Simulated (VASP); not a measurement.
# MgNb2O4 (Cmcm) in VASP: single point with PBE

Aim: the single point of MgNb2O4 with PBE.

All numbers are computed with VASP 6.6.1; they aren't measurements. Logs are shortened: lines on timing, memory, paths and dates and some standing lists are left out, and cuts for length are marked.

### Step 1. The cell of the first run

Symmetry: Cmcm, No. 63, orthorhombic system. The conventional cell has a = 2.860 Å, b = 9.827 Å, c = 10.604 Å, α = 90.00°, β = 90.00°, γ = 90.00°. Within 2.7 Å of Mg (site symmetry m2m) lie 6 O at 2.07 to 2.18 Å. Within 2.8 Å of Nb (site symmetry m) lie 6 O at 2.14 to 2.19 Å and 2 Nb at 2.74 Å. O (site symmetry m2m) has 2 Mg at 2.07 Å and 2 Nb at 2.17 Å within 2.7 Å. Within 2.8 Å of O (site symmetry m) lie 3 Nb at 2.14 to 2.16 Å and 2 Mg at 2.18 Å and 1 O at 2.46 Å. O (site symmetry 2/m) has 4 Nb at 2.19 Å and 2 Mg at 2.80 Å and 6 O at 2.84 to 2.86 Å within 2.9 Å.

### Step 2. Single point, PBE

Input file INCAR:

```
SYSTEM = MgNb2O4
PREC     = Accurate       ! precision mode
ENCUT    = 520            ! plane-wave cutoff, eV
EDIFF    = 1E-6           ! SCF threshold, eV
ISMEAR   = 0              ! smearing method
SIGMA    = 0.15           ! smearing width, eV
LREAL    = .False.        ! projectors in reciprocal space
LASPH    = .True.         ! aspherical terms in the spheres
NELM     = 80             ! most SCF steps
ALGO     = Normal         ! electronic algorithm
ISIF     = 2              ! what is computed and relaxed
LWAVE    = .False.        ! write WAVECAR
LCHARG   = .False.        ! write CHGCAR
GGA      = PE             ! functional
NBANDS   = 65             ! bands
```

Input file KPOINTS:

```
Automatic mesh
0
Gamma
  4 4 2
  0 0 0
```

Input file POSCAR:

```
MgNb2O4
1.0
    1.4302182192     -4.9135396926      0.0000000000
    1.4302182192      4.9135396926      0.0000000000
    0.0000000000      0.0000000000     10.6044296396
Mg Nb O
2 4 8
Direct
    0.5923209385      0.4076790615      0.7500000000
    0.4076790615      0.5923209385      0.2500000000
    0.1533397908      0.8466602092      0.0639751245
    0.8466602092      0.1533397908      0.9360248755
    0.1533397908      0.8466602092      0.4360248755
    0.8466602092      0.1533397908      0.5639751245
    0.9395857623      0.0604142377      0.7500000000
    0.0604142377      0.9395857623      0.2500000000
    0.7970130118      0.2029869882      0.1340212048
    0.2029869882      0.7970130118      0.8659787952
    0.5000000000      0.5000000000      0.0000000000
    0.7970130118      0.2029869882      0.3659787952
    0.2029869882      0.7970130118      0.6340212048
    0.5000000000      0.5000000000      0.5000000000
```

Potentials or basis: VASP PAW PBE potentials, release 64 (Mg, Nb_sv, O).

Command:

```sh
$ cat potpaw_PBE.64/Mg/POTCAR potpaw_PBE.64/Nb_sv/POTCAR potpaw_PBE.64/O/POTCAR > POTCAR
$ mpirun -np 1 vasp_std > vasp.out
```

OUTCAR:

```text
SYSTEM = MgNb2O4
   PREC = Accurate
   ENCUT = 520
   EDIFF = 1E-6
   ISMEAR = 0
   LREAL = .False.
   LASPH = .True.
   NELM = 80
   ISIF = 2
   GGA = PE

 ion  position               nearest neighbor table
   1  0.592  0.408  0.750-   7 2.07   7 2.07  10 2.18  10 2.18  13 2.18  13 2.18  14 2.80  11 2.80
                             6 3.18   4 3.18
   2  0.408  0.592  0.250-   8 2.07   8 2.07  12 2.18   9 2.18   9 2.18  12 2.18  14 2.80  11 2.80
                             5 3.18   3 3.18
   3  0.153  0.847  0.064-   9 2.14   9 2.14  10 2.16   8 2.17  11 2.19  11 2.19   4 2.74   4 2.74
                             2 3.18
   4  0.847  0.153  0.936-  10 2.14  10 2.14   9 2.16   7 2.17  11 2.19  11 2.19   3 2.74   3 2.74
                             1 3.18
   5  0.153  0.847  0.436-  12 2.14  12 2.14  13 2.16   8 2.17  14 2.19  14 2.19   6 2.74   6 2.74
                             2 3.18
   6  0.847  0.153  0.564-  13 2.14  13 2.14  12 2.16   7 2.17  14 2.19  14 2.19   5 2.74   5 2.74
                             1 3.18
   7  0.940  0.060  0.750-   1 2.07   1 2.07   6 2.17   4 2.17
   8  0.060  0.940  0.250-   2 2.07   2 2.07   5 2.17   3 2.17
   9  0.797  0.203  0.134-   3 2.14   3 2.14   4 2.16   2 2.18   2 2.18
  10  0.203  0.797  0.866-   4 2.14   4 2.14   3 2.16   1 2.18   1 2.18
  11  0.500  0.500  0.000-   3 2.19   4 2.19   3 2.19   4 2.19   1 2.80   2 2.80
  12  0.797  0.203  0.366-   5 2.14   5 2.14   6 2.16   2 2.18   2 2.18
  13  0.203  0.797  0.634-   6 2.14   6 2.14   5 2.16   1 2.18   1 2.18
  14  0.500  0.500  0.500-   5 2.19   6 2.19   5 2.19   6 2.19   1 2.80   2 2.80

  LATTYP: Found a base centered orthorhombic cell.
 ALAT       =     2.8604364384
 B/A-ratio  =     3.4355174802
 C/A-ratio  =     3.7072767978

  Lattice vectors:

 A1 = (   1.4302182192,  -4.9135396926,   0.0000000000)
 A2 = (   1.4302182192,   4.9135396926,   0.0000000000)
 A3 = (   0.0000000000,   0.0000000000,  10.6044296396)

Analysis of symmetry for initial positions (statically):
=====================================================================
 Subroutine PRICEL returns:
 Original cell was already a primitive cell.

 Routine SETGRP: Setting up the symmetry group for a
 base centered orthorhombic supercell.

 Subroutine GETGRP returns: Found  8 space group operations
 (whereof  4 operations were pure point group operations)
 out of a pool of  8 trial point group operations.

The static configuration has the point symmetry C_2h.
 The point group associated with its full space group is D_2h.

Analysis of symmetry for dynamics (positions and initial velocities):
=====================================================================
 Subroutine PRICEL returns:
 Original cell was already a primitive cell.

 Routine SETGRP: Setting up the symmetry group for a
 base centered orthorhombic supercell.

 Subroutine GETGRP returns: Found  8 space group operations
 (whereof  4 operations were pure point group operations)
 out of a pool of  8 trial point group operations.

The dynamic configuration has the point symmetry C_2h.
 The point group associated with its full space group is D_2h.

 Subroutine INISYM returns: Found  8 space group operations
 (whereof  4 operations are pure point group operations),
 and found     1 'primitive' translations

----------------------------------------------------------------------------------------

                                     Primitive cell

  volume of cell :     149.0439

  direct lattice vectors                    reciprocal lattice vectors
     1.430218219 -4.913539693  0.000000000     0.349597001 -0.101759634  0.000000000
     1.430218219  4.913539693  0.000000000     0.349597001  0.101759634  0.000000000
     0.000000000  0.000000000 10.604429640     0.000000000  0.000000000  0.094300215

  length of vectors
     5.117459962  5.117459962 10.604429640     0.364105872  0.364105872  0.094300215

  position of ions in fractional coordinates (direct lattice)
     0.592320939  0.407679061  0.750000000
     0.407679061  0.592320939  0.250000000
     0.153339791  0.846660209  0.063975124
     0.846660209  0.153339791  0.936024876
     0.153339791  0.846660209  0.436024876
     0.846660209  0.153339791  0.563975124
     0.939585762  0.060414238  0.750000000
     0.060414238  0.939585762  0.250000000
[... 43 lines left out ...]
     0.000000000  0.000000000  0.000000000

 Subroutine IBZKPT returns following result:
 ===========================================

 Found     14 irreducible k-points:

 Following reciprocal coordinates:
            Coordinates               Weight
  0.000000  0.000000  0.000000      1.000000
  0.250000  0.000000  0.000000      4.000000
  0.500000  0.000000  0.000000      2.000000
  0.250000  0.250000  0.000000      2.000000
  0.500000  0.250000  0.000000      4.000000
 -0.250000  0.250000  0.000000      2.000000
  0.500000  0.500000  0.000000      1.000000
  0.000000  0.000000  0.500000      1.000000
  0.250000  0.000000  0.500000      4.000000
  0.500000  0.000000  0.500000      2.000000
  0.250000  0.250000  0.500000      2.000000
  0.500000  0.250000  0.500000      4.000000
 -0.250000  0.250000  0.500000      2.000000
  0.500000  0.500000  0.500000      1.000000
   k-points           NKPTS =     14   k-points in BZ     NKDIM =     14   number of bands    NBANDS=     65
   number of dos      NEDOS =    301   number of ions     NIONS =     14
   total plane-waves  NPLWV = 128000
   dimension x,y,z NGX =    40 NGY =   40 NGZ =   80
   dimension x,y,z NGXF=    80 NGYF=   80 NGZF=  160
   ions per type =               2   4   8
   NGX,Y,Z   is equivalent  to a cutoff of  12.99, 12.99, 12.54 a.u.
   NGXF,Y,Z  is equivalent  to a cutoff of  25.99, 25.99, 25.08 a.u.
 SYSTEM =  MgNb2O4
   PREC   = accura    normal or accurate (medium, high low for compatibility)
   ISTART =      0    job   : 0-new  1-cont  2-samecut
   ICHARG =      2    charge: 1-file 2-atom 10-const
   ISPIN  =      1    spin polarized calculation?
   LNONCOLLINEAR =      F non collinear calculations
   LSORBIT =      F    spin-orbit coupling
   LASPH  =      T    aspherical Exc in radial PAW
   ENCUT  =  520.0 eV  38.22 Ry    6.18 a.u.   9.52  9.52 19.72*2*pi/ulx,y,z
   NELM   =     80;   NELMIN=  2; NELMDL= -5     # of ELM steps
   EDIFF  = 0.1E-05   stopping-criterion for ELM
   LREAL  =      F    real-space projection
   EDIFFG = 0.1E-04   stopping-criterion for IOM
   NSW    =      0    number of steps for IOM
   IBRION =     -1    ionic relax: 0-MD 1-quasi-New 2-CG
   NFREE  =      0    steps in history (QN), initial steepest desc. (CG)
   ISIF   =      2    stress and relaxation
   ISYM   =      2    0-nonsym 1-usesym 2-fastsym
   POTIM  = 0.5000    time-step for ionic-motion
   TEBEG  =    0.0;   TEEND  =   0.0 temperature during run
   PSTRESS=    0.0 pullay stress
   NELECT =     104.0000    total number of electrons
   NUPDOWN=      -1.0000    fix difference up-down
   EMIN   =  10.00;   EMAX   =-10.00  energy-range for DOS
   EFERMI =   0.00;   METHOD = LEGACY
   ISMEAR =     0;   SIGMA  =   0.15  broadening in eV -4-tet -1-fermi 0-gaus
   EFERMI_NEDOS =   21; number of points for ismear=-14 and -15
   IALGO  =     38    algorithm
   IMIX   =      4    mixing-type and parameters
     AMIX     =   0.40;   BMIX     =  1.00
     AMIX_MAG =   1.60;   BMIX_MAG =  1.00
  volume/ion in A,a.u.               =      10.65        71.84
  Fermi-wavevector in a.u.,A,eV,Ry     =   1.452049  2.743975 28.687150  2.108446
  Thomas-Fermi vector in A             =   2.569476
   LORBIT       =      0    0 simple, 1 ext, 2 COOP (PROOUT), +10 PAW based schemes
   GGA     = PE    functional components
   LHFCALC =     F    Hartree Fock is set to
   AEXX    =    0.0000 exact exchange contribution
   IVDW    =     0    specifies the selected vdW correction
   LEPSILON=     F    determine dielectric tensor
   LRPA    =     F    only Hartree local field effects (RPA)
 non-spin polarized calculation
 Gauss-broadening in eV      SIGMA  =   0.15
  energy-cutoff  :      520.00
  volume of cell :      149.04
 maximum number of plane-waves:      4041
 NGX is ok and might be reduce to    40
   NGX = 19   NGY = 19   NGZ = 39

 number of electron     104.0000006 magnetization

 Free energy of the ion-electron system (eV)
  ---------------------------------------------------
  ext. energy  EPLUGINS =         0.00000000
  ---------------------------------------------------
  free energy    TOTEN  =      -116.33049776 eV

  energy without entropy =     -116.28933585  energy(sigma->0) =     -116.30991680

 E-fermi :   8.8620     XC(G=0): -11.9633

 val. band max:        8.7494781191   @ k =   0.2500   0.0000   0.0000
 cond. band min:       8.8805682803   @ k =   0.5000   0.2500   0.0000
 fundamental gap:      0.1310901612
 Fermi energy:         8.8620177988

 k-point     1 :       0.0000    0.0000    0.0000
  band No.  band energies     occupation
      1     -46.9272      2.00000
      2     -46.9261      2.00000
      3     -46.7370      2.00000
      4     -46.7358      2.00000
      5     -23.5631      2.00000
      6     -23.5484      2.00000
[... 927 lines left out ...]
     63      12.5200      0.00000
     64      12.5210      0.00000
 [bands above 64 left out]

------------------------ aborting loop because EDIFF is reached ----------------------------------------

  FORCE on cell =-STRESS in cart. coord.  units (eV):
  Direction    XX          YY          ZZ          XY          YZ          ZX
  --------------------------------------------------------------------------------------
  -------------------------------------------------------------------------------------
  Total       -0.8088238     -0.3902833     -0.2271415      0.0000000     -0.0000000      0.0000000
  in kB       -8.6946160     -4.1954304     -2.4417042      0.0000000     -0.0000000      0.0000000
  external PRESSURE =      -5.1105835 kB  Pullay stress =       0.0000000 kB

 VOLUME and BASIS-vectors are now :
 -----------------------------------------------------------------------------
  energy-cutoff  :      520.00
  volume of cell :      149.04
      direct lattice vectors                 reciprocal lattice vectors
     1.430218219 -4.913539693  0.000000000     0.349597001 -0.101759634  0.000000000
     1.430218219  4.913539693  0.000000000     0.349597001  0.101759634  0.000000000
     0.000000000  0.000000000 10.604429640     0.000000000  0.000000000  0.094300215

 POSITION                                       TOTAL-FORCE (eV/Angst)
 -----------------------------------------------------------------------------------
      1.43022     -0.90725      7.95332         0.000000     -0.008550     -0.000000
      1.43022      0.90725      2.65111         0.000000      0.008550      0.000000
      1.43022      3.40666      0.67842         0.000000      0.007721      0.003388
      1.43022     -3.40666      9.92601         0.000000     -0.007721     -0.003388
      1.43022      3.40666      4.62380         0.000000      0.007721     -0.003388
      1.43022     -3.40666      5.98063         0.000000     -0.007721      0.003388
      1.43022     -4.31984      7.95332         0.000000     -0.010846      0.000000
      1.43022      4.31984      2.65111         0.000000      0.010846     -0.000000
      1.43022     -2.91877      1.42122         0.000000     -0.009758      0.012970
      1.43022      2.91877      9.18321         0.000000      0.009758     -0.012970
      1.43022      0.00000      0.00000         0.000000     -0.000000      0.000000
      1.43022     -2.91877      3.88100         0.000000     -0.009758     -0.012970
      1.43022      2.91877      6.72343         0.000000      0.009758      0.012970
      1.43022      0.00000      5.30221         0.000000     -0.000000      0.000000
 -----------------------------------------------------------------------------------
    total drift:                                0.000000      0.000000      0.000000

  FREE ENERGIE OF THE ION-ELECTRON SYSTEM (eV)
  ---------------------------------------------------
  free  energy   TOTEN  =      -116.3304977567 eV

  energy  without entropy=     -116.2893358487  energy(sigma->0) =     -116.30991680
```

It took 3.5 min on 1 thread of Intel Xeon Platinum 8488C (Sapphire Rapids), shared host; peak memory 0.4 GiB.

Results:

| Item | Value |
| --- | --- |
| Free energy | -116.3305 eV |
| Pressure | -0.5 GPa |
| Largest force | 0.016 eV/Å |
| Band gap on the k mesh | zero (filled and empty bands overlap) |

Forces in eV/Å, atoms in the order of the input:
```
Mg   0.000 -0.009  0.000
Mg   0.000  0.009  0.000
Nb   0.000  0.008  0.003
Nb   0.000 -0.008 -0.003
Nb   0.000  0.008 -0.003
Nb   0.000 -0.008  0.003
O    0.000 -0.011  0.000
O    0.000  0.011  0.000
O    0.000 -0.010  0.013
O    0.000  0.010 -0.013
O    0.000  0.000  0.000
O    0.000 -0.010 -0.013
O    0.000  0.010  0.013
O    0.000  0.000  0.000
```

Caveat: the k points lie up to 0.57 Å⁻¹ apart.
